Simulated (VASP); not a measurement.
# TiH (P4_2/mmc) in VASP: notebook

Runs on TiH. Level: r2SCAN. Tasks: single point.

All numbers are computed with VASP 6.6.1; they aren't measurements. Logs are shortened: lines on timing, memory, paths and dates and some standing lists are left out, and cuts for length are marked.

## 1. The cell of the first run

Symmetry: P4_2/mmc, No. 131, tetragonal system. The conventional cell has a = 2.967 Å, b = 2.967 Å, c = 4.598 Å, α = 90.00°, β = 90.00°, γ = 90.00°. Within 2.5 Å of Ti (site symmetry mmm) lie 4 H at 1.88 Å. Within 2.5 Å of H (site symmetry -4m2) lie 4 Ti at 1.88 Å and 2 H at 2.30 Å.

## 2. Single point, r2SCAN

POSCAR

```
TiH
1.0
    2.9670132391      0.0000000000      0.0000000000
    0.0000000000      2.9670132391      0.0000000000
    0.0000000000      0.0000000000      4.5983939476
Ti H
2 2
Direct
    0.5000000000      0.0000000000      0.5000000000
    0.0000000000      0.5000000000      0.0000000000
    0.0000000000      0.0000000000      0.2500000000
    0.0000000000      0.0000000000      0.7500000000
```

INCAR.step1

```
SYSTEM = TiH
PREC     = Accurate       ! precision mode
ENCUT    = 520            ! plane-wave cutoff, eV
ISMEAR   = -1             ! smearing method
SIGMA    = 0.1            ! smearing width, eV
LREAL    = .False.        ! projectors in reciprocal space
LASPH    = .True.         ! aspherical terms in the spheres
NELM     = 80             ! most SCF steps
NBANDS   = 21             ! bands
GGA      = PE             ! functional
ALGO     = Normal         ! electronic algorithm
EDIFF    = 1E-4           ! SCF threshold, eV
LWAVE    = .True.         ! write WAVECAR
LCHARG   = .False.        ! write CHGCAR
```

INCAR.step2

```
SYSTEM = TiH
PREC     = Accurate       ! precision mode
ENCUT    = 520            ! plane-wave cutoff, eV
EDIFF    = 1E-7           ! SCF threshold, eV
ISMEAR   = -1             ! smearing method
SIGMA    = 0.1            ! smearing width, eV
LREAL    = .False.        ! projectors in reciprocal space
LASPH    = .True.         ! aspherical terms in the spheres
NELM     = 80             ! most SCF steps
ALGO     = Normal         ! electronic algorithm
ISIF     = 2              ! what is computed and relaxed
LWAVE    = .False.        ! write WAVECAR
LCHARG   = .False.        ! write CHGCAR
METAGGA  = R2SCAN         ! meta-GGA
LMIXTAU  = .True.       
NBANDS   = 21             ! bands
ISTART   = 1
```

KPOINTS

```
regular mesh
0
Gamma
  8 8 5
  0 0 0
```

Potentials or basis: VASP PAW PBE potentials, release 64 (Ti_sv, H).

Launch:

```sh
$ cat potpaw_PBE.64/Ti_sv/POTCAR potpaw_PBE.64/H/POTCAR > POTCAR
$ cp INCAR.step1 INCAR
$ mpirun -np 1 vasp_std > vasp.out
$ cp INCAR.step2 INCAR
$ mpirun -np 1 vasp_std > vasp.out
```

OUTCAR:

```text
SYSTEM = TiH
   PREC = Accurate
   ENCUT = 520
   EDIFF = 1E-7
   ISMEAR = -1
   LREAL = .False.
   LASPH = .True.
   NELM = 80
   ISIF = 2
   METAGGA = R2SCAN
   ISTART = 1

 ion  position               nearest neighbor table
   1  0.500  0.000  0.500-   3 1.88   4 1.88   3 1.88   4 1.88
   2  0.000  0.500  0.000-   3 1.88   4 1.88   3 1.88   4 1.88
   3  0.000  0.000  0.250-   1 1.88   2 1.88   2 1.88   1 1.88
   4  0.000  0.000  0.750-   1 1.88   2 1.88   2 1.88   1 1.88

  LATTYP: Found a simple tetragonal cell.
 ALAT       =     2.9670132391
 C/A-ratio  =     1.5498393762

  Lattice vectors:

 A1 = (   2.9670132391,   0.0000000000,   0.0000000000)
 A2 = (   0.0000000000,   2.9670132391,   0.0000000000)
 A3 = (   0.0000000000,   0.0000000000,   4.5983939476)

Analysis of symmetry for initial positions (statically):
=====================================================================
 Subroutine PRICEL returns:
 Original cell was already a primitive cell.

 Routine SETGRP: Setting up the symmetry group for a
 simple tetragonal supercell.

 Subroutine GETGRP returns: Found 16 space group operations
 (whereof  8 operations were pure point group operations)
 out of a pool of 16 trial point group operations.

The static configuration has the point symmetry D_2h.
 The point group associated with its full space group is D_4h.

Analysis of symmetry for dynamics (positions and initial velocities):
=====================================================================
 Subroutine PRICEL returns:
 Original cell was already a primitive cell.

 Routine SETGRP: Setting up the symmetry group for a
 simple tetragonal supercell.

 Subroutine GETGRP returns: Found 16 space group operations
 (whereof  8 operations were pure point group operations)
 out of a pool of 16 trial point group operations.

The dynamic configuration has the point symmetry D_2h.
 The point group associated with its full space group is D_4h.

 Subroutine INISYM returns: Found 16 space group operations
 (whereof  8 operations are pure point group operations),
 and found     1 'primitive' translations

----------------------------------------------------------------------------------------

                                     Primitive cell

  volume of cell :      40.4804

  direct lattice vectors                    reciprocal lattice vectors
     2.967013239  0.000000000  0.000000000     0.337039278  0.000000000  0.000000000
     0.000000000  2.967013239  0.000000000     0.000000000  0.337039278  0.000000000
     0.000000000  0.000000000  4.598393948     0.000000000  0.000000000  0.217467231

  length of vectors
     2.967013239  2.967013239  4.598393948     0.337039278  0.337039278  0.217467231

  position of ions in fractional coordinates (direct lattice)
     0.500000000  0.000000000  0.500000000
     0.000000000  0.500000000  0.000000000
     0.000000000  0.000000000  0.250000000
     0.000000000  0.000000000  0.750000000

  ion indices of the primitive-cell ions
   primitive index   ion index
                 1           1
                 2           2
                 3           3
                 4           4

----------------------------------------------------------------------------------------

 KPOINTS: regular mesh

Automatic generation of k-mesh.
 Grid dimensions read from file:
 generate k-points for:    8    8    5

 Generating k-lattice:

  Cartesian coordinates                     Fractional coordinates (reciprocal lattice)
     0.042129910  0.000000000  0.000000000     0.125000000  0.000000000  0.000000000
     0.000000000  0.042129910  0.000000000     0.000000000  0.125000000  0.000000000
     0.000000000  0.000000000  0.043493446     0.000000000  0.000000000  0.200000000

  Length of vectors
     0.042129910  0.042129910  0.043493446

  Shift w.r.t. Gamma in fractional coordinates (k-lattice)
     0.000000000  0.000000000  0.000000000

 Subroutine IBZKPT returns following result:
 ===========================================

 Found     45 irreducible k-points:

 Following reciprocal coordinates:
            Coordinates               Weight
  0.000000  0.000000  0.000000      1.000000
  0.125000  0.000000  0.000000      4.000000
  0.250000  0.000000  0.000000      4.000000
  0.375000  0.000000  0.000000      4.000000
  0.500000  0.000000  0.000000      2.000000
  0.125000  0.125000  0.000000      4.000000
[... 16 lines left out ...]
  0.375000  0.125000  0.200000     16.000000
  0.500000  0.125000  0.200000      8.000000
 [... further k-points ...]
   k-points           NKPTS =     45   k-points in BZ     NKDIM =     45   number of bands    NBANDS=     21
   number of dos      NEDOS =    301   number of ions     NIONS =      4
   total plane-waves  NPLWV =  20736
   dimension x,y,z NGX =    24 NGY =   24 NGZ =   36
   dimension x,y,z NGXF=    48 NGYF=   48 NGZF=   72
   ions per type =               2   2
   NGX,Y,Z   is equivalent  to a cutoff of  13.45, 13.45, 13.02 a.u.
   NGXF,Y,Z  is equivalent  to a cutoff of  26.90, 26.90, 26.03 a.u.
 SYSTEM =  TiH
   PREC   = accura    normal or accurate (medium, high low for compatibility)
   ISTART =      1    job   : 0-new  1-cont  2-samecut
   ICHARG =      0    charge: 1-file 2-atom 10-const
   ISPIN  =      1    spin polarized calculation?
   LNONCOLLINEAR =      F non collinear calculations
   LSORBIT =      F    spin-orbit coupling
   LASPH  =      T    aspherical Exc in radial PAW
   ENCUT  =  520.0 eV  38.22 Ry    6.18 a.u.   5.52  5.52  8.55*2*pi/ulx,y,z
   NELM   =     80;   NELMIN=  2; NELMDL=  0     # of ELM steps
   EDIFF  = 0.1E-06   stopping-criterion for ELM
   LREAL  =      F    real-space projection
   EDIFFG = 0.1E-05   stopping-criterion for IOM
   NSW    =      0    number of steps for IOM
   IBRION =     -1    ionic relax: 0-MD 1-quasi-New 2-CG
   NFREE  =      0    steps in history (QN), initial steepest desc. (CG)
   ISIF   =      2    stress and relaxation
   ISYM   =      2    0-nonsym 1-usesym 2-fastsym
   POTIM  = 0.5000    time-step for ionic-motion
   TEBEG  =    0.0;   TEEND  =   0.0 temperature during run
   PSTRESS=    0.0 pullay stress
   NELECT =      26.0000    total number of electrons
   NUPDOWN=      -1.0000    fix difference up-down
   EMIN   =  10.00;   EMAX   =-10.00  energy-range for DOS
   EFERMI =   0.00;   METHOD = LEGACY
   ISMEAR =    -1;   SIGMA  =   0.10  broadening in eV -4-tet -1-fermi 0-gaus
   EFERMI_NEDOS =   21; number of points for ismear=-14 and -15
   IALGO  =     38    algorithm
   IMIX   =      4    mixing-type and parameters
     AMIX     =   0.40;   BMIX     =  1.00
     AMIX_MAG =   1.60;   BMIX_MAG =  1.00
  volume/ion in A,a.u.               =      10.12        68.29
  Fermi-wavevector in a.u.,A,eV,Ry     =   1.412486  2.669212 27.145221  1.995117
  Thomas-Fermi vector in A             =   2.534230
   LORBIT       =      0    0 simple, 1 ext, 2 COOP (PROOUT), +10 PAW based schemes
   METAGGA = R2SCAN    functional components
   LHFCALC =     F    Hartree Fock is set to
   AEXX    =    0.0000 exact exchange contribution
   IVDW    =     0    specifies the selected vdW correction
   LEPSILON=     F    determine dielectric tensor
   LRPA    =     F    only Hartree local field effects (RPA)
 non-spin polarized calculation
  energy-cutoff  :      520.00
  volume of cell :       40.48
 maximum number of plane-waves:      1113
 NGX is ok and might be reduce to    24
   NGX = 11   NGY = 11   NGZ = 17

 number of electron      25.9999997 magnetization

 Free energy of the ion-electron system (eV)
  ---------------------------------------------------
  ext. energy  EPLUGINS =         0.00000000
  ---------------------------------------------------
  free energy    TOTEN  =       -34.53246512 eV

  energy without entropy =      -34.46653967  energy(sigma->0) =      -34.49950239

 E-fermi :   7.4509     XC(G=0): -12.2137

 val. band max:        7.4416197663   @ k =   0.5000   0.1250   0.0000
 cond. band min:       7.4948728149   @ k =   0.5000   0.3750   0.4000
 fundamental gap:      0.0532530485
 Fermi energy:         7.4508787099

 k-point     1 :       0.0000    0.0000    0.0000
  band No.  band energies     occupation
      1     -51.9404      2.00000
      2     -51.8606      2.00000
      3     -27.3319      2.00000
      4     -27.0237      2.00000
      5     -27.0237      2.00000
      6     -26.9032      2.00000
[... 13 lines left out ...]
     20      10.6189      0.00000
     21      15.2728      0.00000

 k-point     2 :       0.1250    0.0000    0.0000
  band No.  band energies     occupation
      1     -51.9323      2.00000
      2     -51.8585      2.00000
      3     -27.3094      2.00000
      4     -27.0721      2.00000
      5     -27.0168      2.00000
      6     -26.9156      2.00000
[... 13 lines left out ...]
     20      10.8579      0.00000
     21      15.2132      0.00000

 k-point     3 :       0.2500    0.0000    0.0000
  band No.  band energies     occupation
      1     -51.9114      2.00000
      2     -51.8548      2.00000
      3     -27.2483      2.00000
      4     -27.1887      2.00000
      5     -27.0320      2.00000
      6     -26.9995      2.00000
[... 13 lines left out ...]
     20      11.6852      0.00000
     21      13.6896      0.00000
[... 457 lines left out ...]
 k-point    23 :       0.3750    0.1250    0.2000
  band No.  band energies     occupation
      1     -51.8773      2.00000
      2     -51.8542      2.00000
      3     -27.3364      2.00000
      4     -27.1937      2.00000
      5     -27.0932      2.00000
      6     -27.0199      2.00000
[... 13 lines left out ...]
     20      11.7362      0.00000
     21      13.2947      0.00000

 k-point    24 :       0.5000    0.1250    0.2000
  band No.  band energies     occupation
      1     -51.8623      2.00000
      2     -51.8589      2.00000
      3     -27.3818      2.00000
      4     -27.2275      2.00000
      5     -27.0515      2.00000
      6     -27.0212      2.00000
[... 13 lines left out ...]
     20      11.2017      0.00000
     21      13.5688      0.00000

 [... further k-points ...]

------------------------ aborting loop because EDIFF is reached ----------------------------------------

  FORCE on cell =-STRESS in cart. coord.  units (eV):
  Direction    XX          YY          ZZ          XY          YZ          ZX
  --------------------------------------------------------------------------------------
  -------------------------------------------------------------------------------------
  Total       -0.5716597     -0.5716597     -0.6985522      0.0000000      0.0000000      0.0000000
  in kB      -22.6257500    -22.6257500    -27.6480375      0.0000000      0.0000000      0.0000000
  external PRESSURE =     -24.2998458 kB  Pullay stress =       0.0000000 kB

 VOLUME and BASIS-vectors are now :
 -----------------------------------------------------------------------------
  energy-cutoff  :      520.00
  volume of cell :       40.48
      direct lattice vectors                 reciprocal lattice vectors
     2.967013239  0.000000000  0.000000000     0.337039278  0.000000000  0.000000000
     0.000000000  2.967013239  0.000000000     0.000000000  0.337039278  0.000000000
     0.000000000  0.000000000  4.598393948     0.000000000  0.000000000  0.217467231

 POSITION                                       TOTAL-FORCE (eV/Angst)
 -----------------------------------------------------------------------------------
      1.48351      0.00000      2.29920         0.000000      0.000000     -0.000000
      0.00000      1.48351      0.00000         0.000000      0.000000     -0.000000
      0.00000      0.00000      1.14960         0.000000      0.000000     -0.000000
      0.00000      0.00000      3.44880         0.000000      0.000000      0.000000
 -----------------------------------------------------------------------------------
    total drift:                                0.000000      0.000000     -0.000000

  FREE ENERGIE OF THE ION-ELECTRON SYSTEM (eV)
  ---------------------------------------------------
  free  energy   TOTEN  =       -34.5324651178 eV

  energy  without entropy=      -34.4665396671  energy(sigma->0) =      -34.49950239
```

Wall time 70 s (1 thread of Intel Xeon 6975P-C (Granite Rapids), shared host); peak memory 0.18 GiB.

What came out:

| Item | Value |
| --- | --- |
| Free energy | -34.5325 eV |
| Pressure | -2.4 GPa |
| Band gap on the k mesh | zero (bands 13 and 14 overlap by 0.44 eV) |

Caveat: the PAW data sets were made with another functional, which shifts forces and pressure a little.

(Part 1 of 2 ends here.)

The gap in the log of VASP goes by the Fermi energy; the results here count the filled bands.